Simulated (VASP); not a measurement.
# BeS (F-43m) in VASP: further runs

Runs on BeS. Level: PBE. Tasks: single point.

Everything below comes from runs of VASP 6.6.1. Logs are shortened: lines on timing, memory, paths and dates and some standing lists are left out, and cuts for length are marked.

## (1) The cell of the first run

The structure is cubic, space group F-43m (No. 216). Conventional cell: a = 4.820 Å, b = 4.820 Å, c = 4.820 Å, α = 90.00°, β = 90.00°, γ = 90.00°. Within 2.8 Å of Be (site symmetry -43m) lie 4 S at 2.09 Å. Within 2.8 Å of S (site symmetry -43m) lie 4 Be at 2.09 Å.

## (2) Single point, PBE

INCAR reads:

```
SYSTEM = BeS
PREC = Accurate
ENCUT = 600
EDIFF = 1E-6
ISMEAR = 0
SIGMA = 0.01
LREAL = .FALSE.
LASPH = .TRUE.
NELM = 120
ALGO = Normal
ISIF = 2
LWAVE = .FALSE.
LCHARG = .FALSE.
GGA = PE
NBANDS = 11
GGA_COMPAT = .FALSE.
```

KPOINTS reads:

```
Automatic mesh
0
G
  4 4 4
  0 0 0
```

POSCAR reads:

```
BeS
1.0
    0.0000000000      2.4100000000      2.4100000000
    2.4100000000      0.0000000000      2.4100000000
    2.4100000000      2.4100000000      0.0000000000
Be S
1 1
Direct
    0.0000000000      0.0000000000      0.0000000000
    0.2500000000      0.2500000000      0.2500000000
```

Potentials or basis: VASP PAW PBE potentials, release 64 (Be, S).

On the command line:

```bash
cat potpaw_PBE.64/Be/POTCAR potpaw_PBE.64/S/POTCAR > POTCAR
mpirun -np 1 vasp_std > vasp.out
```

OUTCAR:

```text
SYSTEM = BeS
   PREC = Accurate
   ENCUT = 600
   EDIFF = 1E-6
   ISMEAR = 0
   LREAL = .FALSE.
   LASPH = .TRUE.
   NELM = 120
   ISIF = 2
   GGA = PE

 ion  position               nearest neighbor table
   1  0.000  0.000  0.000-   2 2.09   2 2.09   2 2.09   2 2.09
   2  0.250  0.250  0.250-   1 2.09   1 2.09   1 2.09   1 2.09

  LATTYP: Found a face centered cubic cell.
 ALAT       =     4.8200000000

  Lattice vectors:

 A1 = (   0.0000000000,   2.4100000000,   2.4100000000)
 A2 = (   2.4100000000,   0.0000000000,   2.4100000000)
 A3 = (   2.4100000000,   2.4100000000,   0.0000000000)

Analysis of symmetry for initial positions (statically):
=====================================================================
 Subroutine PRICEL returns:
 Original cell was already a primitive cell.

 Routine SETGRP: Setting up the symmetry group for a
 face centered cubic supercell.

 Subroutine GETGRP returns: Found 24 space group operations
 (whereof 24 operations were pure point group operations)
 out of a pool of 48 trial point group operations.

The static configuration has the point symmetry T_d .

Analysis of symmetry for dynamics (positions and initial velocities):
=====================================================================
 Subroutine PRICEL returns:
 Original cell was already a primitive cell.

 Routine SETGRP: Setting up the symmetry group for a
 face centered cubic supercell.

 Subroutine GETGRP returns: Found 24 space group operations
 (whereof 24 operations were pure point group operations)
 out of a pool of 48 trial point group operations.

The dynamic configuration has the point symmetry T_d .

 Subroutine INISYM returns: Found 24 space group operations
 (whereof 24 operations are pure point group operations),
 and found     1 'primitive' translations

----------------------------------------------------------------------------------------

                                     Primitive cell

  volume of cell :      27.9950

  direct lattice vectors                    reciprocal lattice vectors
     0.000000000  2.410000000  2.410000000    -0.207468880  0.207468880  0.207468880
     2.410000000  0.000000000  2.410000000     0.207468880 -0.207468880  0.207468880
     2.410000000  2.410000000  0.000000000     0.207468880  0.207468880 -0.207468880

  length of vectors
     3.408254685  3.408254685  3.408254685     0.359346641  0.359346641  0.359346641

  position of ions in fractional coordinates (direct lattice)
     0.000000000  0.000000000  0.000000000
[... 68 lines left out ...]
   ISYM   =      2    0-nonsym 1-usesym 2-fastsym
   POTIM  = 0.5000    time-step for ionic-motion
   TEBEG  =    0.0;   TEEND  =   0.0 temperature during run
   PSTRESS=    0.0 pullay stress
   NELECT =       8.0000    total number of electrons
   NUPDOWN=      -1.0000    fix difference up-down
   EMIN   =  10.00;   EMAX   =-10.00  energy-range for DOS
   EFERMI =   0.00;   METHOD = LEGACY
   ISMEAR =     0;   SIGMA  =   0.01  broadening in eV -4-tet -1-fermi 0-gaus
   EFERMI_NEDOS =   21; number of points for ismear=-14 and -15
   IALGO  =     38    algorithm
   IMIX   =      4    mixing-type and parameters
     AMIX     =   0.40;   BMIX     =  1.00
     AMIX_MAG =   1.60;   BMIX_MAG =  1.00
  volume/ion in A,a.u.               =      14.00        94.46
  Fermi-wavevector in a.u.,A,eV,Ry     =   1.078312  2.037714 15.820267  1.162757
  Thomas-Fermi vector in A             =   2.214247
   LORBIT       =      0    0 simple, 1 ext, 2 COOP (PROOUT), +10 PAW based schemes
   GGA     = PE    functional components
   LHFCALC =     F    Hartree Fock is set to
   AEXX    =    0.0000 exact exchange contribution
   IVDW    =     0    specifies the selected vdW correction
   LEPSILON=     F    determine dielectric tensor
   LRPA    =     F    only Hartree local field effects (RPA)
 non-spin polarized calculation
 Gauss-broadening in eV      SIGMA  =   0.01
  energy-cutoff  :      600.00
  volume of cell :       28.00
 maximum number of plane-waves:       950
   NGX = 13   NGY = 13   NGZ = 13

 number of electron       8.0000000 magnetization

 Free energy of the ion-electron system (eV)
  ---------------------------------------------------
  ext. energy  EPLUGINS =         0.00000000
  ---------------------------------------------------
  free energy    TOTEN  =        -9.95051378 eV

  energy without entropy =       -9.95051378  energy(sigma->0) =       -9.95051378

 E-fermi :   4.4478     XC(G=0):  -9.7981

 val. band max:        4.3924498305   @ k =   0.0000   0.0000   0.0000
 cond. band min:       7.4474491890   @ k =   0.5000   0.5000   0.0000
 fundamental gap:      3.0549993585
 Fermi energy:         4.4477857676

 k-point     1 :       0.0000    0.0000    0.0000
  band No.  band energies     occupation
      1      -9.4288      2.00000
      2       4.3924      2.00000
      3       4.3924      2.00000
      4       4.3924      2.00000
      5      10.0388      0.00000
      6      10.0388      0.00000
      7      10.0388      0.00000
      8      10.4335      0.00000
      9      17.2308      0.00000
     10      17.2308      0.00000
     11      19.3961      0.00000
[... 85 lines left out ...]
 k-point     8 :      -0.2500    0.5000    0.2500
  band No.  band energies     occupation
      1      -7.1419      2.00000
      2       0.0582      2.00000
      3       0.4191      2.00000
      4       0.9490      2.00000
      5      10.8731      0.00000
      6      12.4825      0.00000
      7      12.8938      0.00000
      8      13.3472      0.00000
      9      18.8669      0.00000
     10      19.0164      0.00000
     11      21.6266      0.00000

------------------------ aborting loop because EDIFF is reached ----------------------------------------

  FORCE on cell =-STRESS in cart. coord.  units (eV):
  Direction    XX          YY          ZZ          XY          YZ          ZX
  --------------------------------------------------------------------------------------
  -------------------------------------------------------------------------------------
  Total        0.7119199      0.7119199      0.7119199     -0.0000000      0.0000000     -0.0000000
  in kB       40.7437138     40.7437138     40.7437138     -0.0000000      0.0000000     -0.0000000
  external PRESSURE =      40.7437138 kB  Pullay stress =       0.0000000 kB

 VOLUME and BASIS-vectors are now :
 -----------------------------------------------------------------------------
  energy-cutoff  :      600.00
  volume of cell :       28.00
      direct lattice vectors                 reciprocal lattice vectors
     0.000000000  2.410000000  2.410000000    -0.207468880  0.207468880  0.207468880
     2.410000000  0.000000000  2.410000000     0.207468880 -0.207468880  0.207468880
     2.410000000  2.410000000  0.000000000     0.207468880  0.207468880 -0.207468880

 POSITION                                       TOTAL-FORCE (eV/Angst)
 -----------------------------------------------------------------------------------
      0.00000      0.00000      0.00000        -0.000000     -0.000000     -0.000000
      1.20500      1.20500      1.20500         0.000000      0.000000      0.000000
 -----------------------------------------------------------------------------------
    total drift:                                0.000000      0.000000      0.000000

  FREE ENERGIE OF THE ION-ELECTRON SYSTEM (eV)
  ---------------------------------------------------
  free  energy   TOTEN  =        -9.9505137834 eV

  energy  without entropy=       -9.9505137834  energy(sigma->0) =       -9.95051378
```

OSZICAR:

```text
N       E                     dE             d eps       ncg     rms          rms(c)
DAV:   1     0.221205200939E+02    0.22121E+02   -0.43804E+03   176   0.728E+02
DAV:   2    -0.887463439101E+01   -0.30995E+02   -0.29561E+02   238   0.123E+02
DAV:   3    -0.101356995277E+02   -0.12611E+01   -0.12583E+01   239   0.240E+01
DAV:   4    -0.101431489547E+02   -0.74494E-02   -0.74483E-02   211   0.220E+00
DAV:   5    -0.101431904866E+02   -0.41532E-04   -0.41532E-04   245   0.146E-01    0.573E+00
DAV:   6    -0.999462576260E+01    0.14856E+00   -0.12266E-01   197   0.171E+00    0.393E+00
DAV:   7    -0.994905950249E+01    0.45566E-01   -0.13127E-01   214   0.192E+00    0.104E+00
DAV:   8    -0.995037857466E+01   -0.13191E-02   -0.71422E-03   230   0.444E-01    0.155E-01
DAV:   9    -0.995046754587E+01   -0.88971E-04   -0.50451E-04   235   0.144E-01    0.261E-02
DAV:  10    -0.995050806079E+01   -0.40515E-04   -0.66913E-05   205   0.470E-02    0.104E-02
DAV:  11    -0.995051353455E+01   -0.54738E-05   -0.13999E-05   225   0.201E-02    0.748E-03
DAV:  12    -0.995051378338E+01   -0.24883E-06   -0.37081E-07   169   0.445E-03
   1 F= -.99505138E+01 E0= -.99505138E+01  d E =-.133023E-16
```

stdout:

```text
POSCAR found type information on POSCAR BeS
 POSCAR found :  2 types and       2 ions
 scaLAPACK will be used
 LDA part: xc-table for (Slater+PW92), standard interpolation
 POSCAR, INCAR and KPOINTS ok, starting setup
 FFT: planning ... GRIDC
 FFT: planning ... GRID_SOFT
 FFT: planning ... GRID
 WAVECAR not read
 entering main loop
```

It took 4.8 s on 1 thread of Intel Xeon 8259CL, shared host; peak memory 0.15 GiB.

What came out:

```yaml
Free_energy: -9.9505 eV
Pressure: 4.1 GPa
Band_gap_on_the_k_mesh: 3.06 eV, indirect (least direct gap 5.65 eV)
```

Levels at points of the mesh, in eV from the valence-band top:
| k point | band 1 | band 2 | band 3 | band 4 | band 5 | band 6 | band 7 | band 8 | band 9 |
| --- | --- | --- | --- | --- | --- | --- | --- | --- | --- |
| (0.00, 0.00, 0.00) | -13.82 | 0.00 | 0.00 | 0.00 | 5.65 | 5.65 | 5.65 | 6.04 | 12.84 |
| (0.50, 0.00, 0.00) | -12.16 | -5.92 | -1.06 | -1.06 | 5.54 | 6.54 | 6.54 | 11.29 | 15.02 |
| (0.50, 0.50, 0.00) | -11.59 | -5.12 | -2.71 | -2.71 | 3.05 | 4.89 | 12.92 | 12.92 | 15.81 |

Caveat: the k points lie up to 0.56 Å⁻¹ apart. A k mesh can miss the band edges.

## (3) Single point, PBE

INCAR reads:

```
PREC = Accurate
ENCUT = 600
EDIFF = 1E-6
ISMEAR = 0
SIGMA = 0.01
LREAL = False
LASPH = True
NELM = 120
ALGO = Normal
ISIF = 2
LWAVE = False
LCHARG = False
GGA = PE
NBANDS = 11
GGA_COMPAT = False
```

KPOINTS reads:

```
Automatic mesh
0
Gamma
  4 4 4
```

POSCAR is that of step 2.

Potentials or basis: VASP PAW PBE potentials, release 64 (Be, S).

On the command line:

```bash
cat potpaw_PBE.64/Be/POTCAR potpaw_PBE.64/S/POTCAR > POTCAR
mpirun -np 1 vasp_std > vasp.out
```

Run time: 5.7 s. Hardware: 1 thread of Intel Xeon 8259CL, shared host; peak memory 0.14 GiB.

Results (log left out):

* Free energy: -9.9505 eV
* Pressure: 4.1 GPa
* Band gap on the k mesh: 3.06 eV, indirect (least direct gap 5.65 eV)

Levels at points of the mesh, in eV from the valence-band top:
```tsv
k point	band 2	band 3	band 4	band 5	band 6	band 7
(0.00, 0.00, 0.00)	0.00	0.00	0.00	5.65	5.65	5.65
(0.50, 0.00, 0.00)	-5.92	-1.06	-1.06	5.54	6.54	6.54
(0.50, 0.50, 0.00)	-5.12	-2.71	-2.71	3.05	4.89	12.92
```

Caveat: the k points lie up to 0.56 Å⁻¹ apart. A k mesh can miss the band edges.

## (4) Single point, PBE

This run uses another cell than the first one, of 13.16 Å³/atom, 0.940 times its volume.

INCAR reads:

```
SYSTEM = BeS
PREC = Accurate
ENCUT = 600
EDIFF = 1E-6
ISMEAR = 0
SIGMA = 0.01
LREAL = .False.
LASPH = .True.
NELM = 120
ALGO = Normal
ISIF = 2
LWAVE = .False.
LCHARG = .True.
GGA = PE
LELF = .True.
LVHAR = .True.
NBANDS = 11
GGA_COMPAT = .False.
```

KPOINTS reads:

```
regular mesh
0
Gamma
  4 4 4
  0 0 0
```

POSCAR reads:

```
BeS
1.0
    0.0000000000      2.3608025200      2.3608025200
    2.3608025200      0.0000000000      2.3608025200
    2.3608025200      2.3608025200      0.0000000000
Be S
1 1
Direct
    0.0000000000      0.0000000000      0.0000000000
    0.2500000000      0.2500000000      0.2500000000
```

On the command line:

```bash
cat potpaw_PBE.64/Be/POTCAR potpaw_PBE.64/S/POTCAR > POTCAR
mpirun -np 1 vasp_std > vasp.out
```

It took 6.6 s on 1 thread of Intel Xeon 8259CL, shared host; peak memory 0.14 GiB.

The run converged. Its results:

| Property | Result |
| --- | --- |
| Free energy | -9.8706 eV |
| Pressure | 11.5 GPa |
| Band gap on the k mesh | 2.90 eV, indirect (least direct gap 5.61 eV) |

Levels at points of the mesh, in eV from the valence-band top:
```tsv
k point	band 1	band 2	band 3	band 4	band 5	band 6	band 7	band 8
(0.00, 0.00, 0.00)	-14.26	0.00	0.00	0.00	5.61	5.61	5.61	6.59
(0.50, 0.00, 0.00)	-12.42	-6.34	-1.15	-1.15	5.76	6.51	6.51	11.56
(0.50, 0.50, 0.00)	-11.79	-5.46	-2.94	-2.94	2.90	4.82	13.43	13.43
```

Caveat: the k points lie up to 0.58 Å⁻¹ apart.

## (5) Single point, PBE

This run uses another cell than the first one, of 14.84 Å³/atom, 1.060 times its volume.

INCAR reads:

```
PREC = Accurate ; ENCUT = 600
EDIFF = 1E-6 ; ISMEAR = 0
SIGMA = 0.01 ; LREAL = False
LASPH = True ; NELM = 120
ALGO = Normal ; ISIF = 2
LWAVE = False ; LCHARG = False
GGA = PE ; NBANDS = 11
GGA_COMPAT = False
```

KPOINTS reads:

```
Automatic mesh
0
Gamma
  4 4 4
```

POSCAR reads:

```
BeS
1.0
    0.0000000000      2.4572669000      2.4572669000
    2.4572669000      0.0000000000      2.4572669000
    2.4572669000      2.4572669000      0.0000000000
Be S
1 1
Direct
    0.0000000000      0.0000000000      0.0000000000
    0.2500000000      0.2500000000      0.2500000000
```

Potentials or basis: VASP PAW PBE potentials, release 64 (Be, S).

On the command line:

```bash
cat potpaw_PBE.64/Be/POTCAR potpaw_PBE.64/S/POTCAR > POTCAR
mpirun -np 1 vasp_std > vasp.out
```

OUTCAR:

```text
PREC = Accurate
   ENCUT = 600
   EDIFF = 1E-6
   ISMEAR = 0
   LREAL = False
   LASPH = True
   NELM = 120
   ISIF = 2
   GGA = PE

 ion  position               nearest neighbor table
   1  0.000  0.000  0.000-   2 2.13   2 2.13   2 2.13   2 2.13
   2  0.250  0.250  0.250-   1 2.13   1 2.13   1 2.13   1 2.13

  LATTYP: Found a face centered cubic cell.
 ALAT       =     4.9145338000

  Lattice vectors:

 A1 = (   0.0000000000,   2.4572669000,   2.4572669000)
[... 278 lines left out ...]

------------------------ aborting loop because EDIFF is reached ----------------------------------------

  FORCE on cell =-STRESS in cart. coord.  units (eV):
  Direction    XX          YY          ZZ          XY          YZ          ZX
  --------------------------------------------------------------------------------------
  -------------------------------------------------------------------------------------
  Total       -0.2905869     -0.2905869     -0.2905869      0.0000000      0.0000000     -0.0000000
  in kB      -15.6891586    -15.6891586    -15.6891586      0.0000000      0.0000000     -0.0000000
  external PRESSURE =     -15.6891586 kB  Pullay stress =       0.0000000 kB

 VOLUME and BASIS-vectors are now :
 -----------------------------------------------------------------------------
  energy-cutoff  :      600.00
  volume of cell :       29.67
      direct lattice vectors                 reciprocal lattice vectors
     0.000000000  2.457266900  2.457266900    -0.203478100  0.203478100  0.203478100
     2.457266900  0.000000000  2.457266900     0.203478100 -0.203478100  0.203478100
     2.457266900  2.457266900  0.000000000     0.203478100  0.203478100 -0.203478100

 POSITION                                       TOTAL-FORCE (eV/Angst)
 -----------------------------------------------------------------------------------
      0.00000      0.00000      0.00000         0.000000      0.000000      0.000000
      1.22863      1.22863      1.22863        -0.000000     -0.000000     -0.000000
 -----------------------------------------------------------------------------------
    total drift:                               -0.000000     -0.000000     -0.000000

  FREE ENERGIE OF THE ION-ELECTRON SYSTEM (eV)
  ---------------------------------------------------
  free  energy   TOTEN  =        -9.9623399953 eV

  energy  without entropy=       -9.9623399953  energy(sigma->0) =       -9.96234000
```

OSZICAR:

```text
N       E                     dE             d eps       ncg     rms          rms(c)
DAV:   1     0.241410937695E+02    0.24141E+02   -0.40745E+03   176   0.692E+02
DAV:   2    -0.870835745556E+01   -0.32849E+02   -0.31480E+02   237   0.121E+02
DAV:   3    -0.101146687605E+02   -0.14063E+01   -0.14032E+01   237   0.251E+01
DAV:   4    -0.101246336632E+02   -0.99649E-02   -0.99627E-02   211   0.233E+00
DAV:   5    -0.101247245891E+02   -0.90926E-04   -0.90925E-04   231   0.227E-01    0.529E+00
DAV:   6    -0.999567566277E+01    0.12905E+00   -0.13321E-01   214   0.168E+00    0.364E+00
DAV:   7    -0.996067540920E+01    0.35000E-01   -0.10856E-01   208   0.170E+00    0.110E+00
DAV:   8    -0.996218072486E+01   -0.15053E-02   -0.70937E-03   227   0.424E-01    0.131E-01
DAV:   9    -0.996226821705E+01   -0.87492E-04   -0.51420E-04   218   0.142E-01    0.270E-02
DAV:  10    -0.996233493334E+01   -0.66716E-04   -0.93943E-05   194   0.581E-02    0.168E-02
DAV:  11    -0.996233966578E+01   -0.47324E-05   -0.14825E-05   231   0.205E-02    0.885E-03
DAV:  12    -0.996233999527E+01   -0.32949E-06   -0.47622E-07   162   0.439E-03
   1 F= -.99623400E+01 E0= -.99623400E+01  d E =-.779713E-21
```

It took 4.6 s on 1 thread of Intel Xeon 8259CL, shared host; peak memory 0.15 GiB.

Results:

- Free energy: -9.9623 eV
- Pressure: -1.6 GPa
- Band gap on the k mesh: 3.18 eV, indirect (least direct gap 5.55 eV)

Levels at points of the mesh, in eV from the valence-band top:
```csv
k point,band 1,band 2,band 3,band 4,band 5,band 6,band 7,band 8,band 9
"(0.00, 0.00, 0.00)",-13.43,0.00,0.00,0.00,5.55,5.67,5.67,5.67,12.72
"(0.50, 0.00, 0.00)",-11.93,-5.54,-0.98,-0.98,5.32,6.55,6.55,11.01,14.75
"(0.50, 0.50, 0.00)",-11.42,-4.83,-2.51,-2.51,3.18,4.93,12.45,12.45,15.04
```

Caveat: the k points lie up to 0.55 Å⁻¹ apart. A k mesh can miss the band edges.

## (6) Single point, PBE

This run uses another cell than the first one, of 13.16 Å³/atom, 0.940 times its volume.

INCAR reads:

```
PREC     = Accurate       # precision mode
ENCUT    = 600            # plane-wave cutoff, eV
EDIFF    = 1E-6           # SCF threshold, eV
ISMEAR   = 0              # smearing method
SIGMA    = 0.01           # smearing width, eV
LREAL    = F              # projectors in reciprocal space
LASPH    = T              # aspherical terms in the spheres
NELM     = 120            # most SCF steps
ALGO     = Normal         # electronic algorithm
ISIF     = 2              # what is computed and relaxed
LWAVE    = F              # write WAVECAR
LCHARG   = F              # write CHGCAR
GGA      = PE             # functional
NBANDS   = 11             # bands
GGA_COMPAT= F
```

KPOINTS is that of step 5.

POSCAR reads:

```
BeS
1.0
    0.0000000000      2.3608025200      2.3608025200
    2.3608025200      0.0000000000      2.3608025200
    2.3608025200      2.3608025200      0.0000000000
Be S
1 1
Direct
    0.0000000000      0.0000000000      0.0000000000
    0.2500000000      0.2500000000      0.2500000000
```

Potentials or basis: VASP PAW PBE potentials, release 64 (Be, S).

On the command line:

```bash
cat potpaw_PBE.64/Be/POTCAR potpaw_PBE.64/S/POTCAR > POTCAR
mpirun -np 1 vasp_std > vasp.out
```

Run time: 6.3 s. Hardware: 1 thread of Intel Xeon 8259CL, shared host; peak memory 0.14 GiB.

It converged, with:

```
Free energy            : -9.8706 eV
Pressure               : 11.5 GPa
Band gap on the k mesh : 2.90 eV, indirect (least direct gap 5.61 eV)
```

Levels at points of the mesh, in eV from the valence-band top:
```
           k point  band 2  band 3  band 4  band 5  band 6  band 7
(0.00, 0.00, 0.00)    0.00    0.00    0.00    5.61    5.61    5.61
(0.50, 0.00, 0.00)   -6.34   -1.15   -1.15    5.76    6.51    6.51
(0.50, 0.50, 0.00)   -5.46   -2.94   -2.94    2.90    4.82   13.43
```

Caveat: the k points lie up to 0.58 Å⁻¹ apart.

## (7) The runs side by side

```csv
cell,gap on the mesh (eV),pressure (GPa)
"a = 3.408 Å, angles 60.0°, 2 atoms",3.06,4.1
"a = 3.339 Å, angles 60.0°, 2 atoms",2.90,11.5
"a = 3.475 Å, angles 60.0°, 2 atoms",3.18,-1.6
```

Alike in all rows: task single point; level PBE; potentials or basis VASP PAW PBE potentials, release 64 (Be, S); no spin polarisation; k mesh 4 × 4 × 4; cutoff (eV) 600; smearing gaussian 0.01 eV.

Caveats: all runs use coarse meshes.

Total energies depend on the potentials used, so only differences within one code and one set of settings carry meaning.
